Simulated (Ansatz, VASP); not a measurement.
GaSb: VASP beside Ansatz

```xyz
2
Lattice="0.0000 3.0659 3.0659 3.0659 0.0000 3.0659 3.0659 3.0659 0.0000" Properties=species:S:1:pos:R:3 pbc="T T T"
Ga    0.0000    0.0000    0.0000
Sb    1.5329    1.5329    1.5329
```

Alike in both runs: task single point; functional r2SCAN; k mesh 8 × 8 × 8; occupations fermi-dirac, width 0.02 eV; no spin polarisation.

|  | VASP | Ansatz |
| --- | --- | --- |
| version | VASP 6.6.1 | Ansatz 0.2.0 |
| potentials or method | VASP PAW PBE potentials, release 64 (Ga_d, Sb) | plane waves, PAW |
| plane-wave cutoff (eV) | 520 | 500 |
| valence electrons in the cell | 18 | 28 |

|  | VASP | Ansatz | Ansatz less VASP |
| --- | --- | --- | --- |
| pressure (GPa) | 0.1 | 0.0 | -0.09 |

VASP's potentials were made for PBE, not for r2SCAN. The functional is the same, so the differences come from potentials, cutoffs and numerics. VASP's potentials hold 18 valence electrons a cell and Ansatz's 28, so a difference there can come from the potentials and not from the codes.

Neither program's run includes spin-orbit coupling.
